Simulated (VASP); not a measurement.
Pd, 2 atoms in the cell. It takes space group I4_1/amd (No. 141, tetragonal). The conventional cell has a = 4.142 Å, b = 4.142 Å, c = 2.223 Å, α = 90.00°, β = 90.00°, γ = 90.00°. Pd (site symmetry -4m2) has 10 Pd at 2.14 to 2.66 Å within 2.8 Å. 

- Program: VASP 6.6.1
- Task: relaxation of cell and atoms
- Functional: PBE
- Potentials or basis: VASP PAW PBE potentials, release 64 (Pd)
- Cutoff: 600 eV
- k mesh: 19 × 19 × 19
- Occupations: fermi-dirac, width 0.05 eV
- Spin: no spin polarisation
- Target pressure: 350 GPa
- Dipole correction: no
- Further INCAR settings: ALGO = Normal; EDIFF = 1e-06; IBRION = 2; EDIFFG = -0.005; NSW = 32; ISIF = 3

Potentials or basis: VASP PAW PBE potentials, release 64 (Pd).

Run with:

```bash
$ cat potpaw_PBE.64/Pd/POTCAR > POTCAR
$ mpirun -np 1 vasp_std > vasp.out
```

Hardware: 1 thread of Intel(R) Xeon(R) Platinum 8259CL CPU @ 2.50GHz (Skylake/Cascade Lake) (shared host).

Problem. Estimate the wall time of this run.

Solution. It took 16 min on 1 thread of Intel(R) Xeon(R) Platinum 8259CL CPU @ 2.50GHz (Skylake/Cascade Lake), on a shared host, peak memory 0.31 GiB. Counts: scf iterations 40, k points 550, ion steps 6.
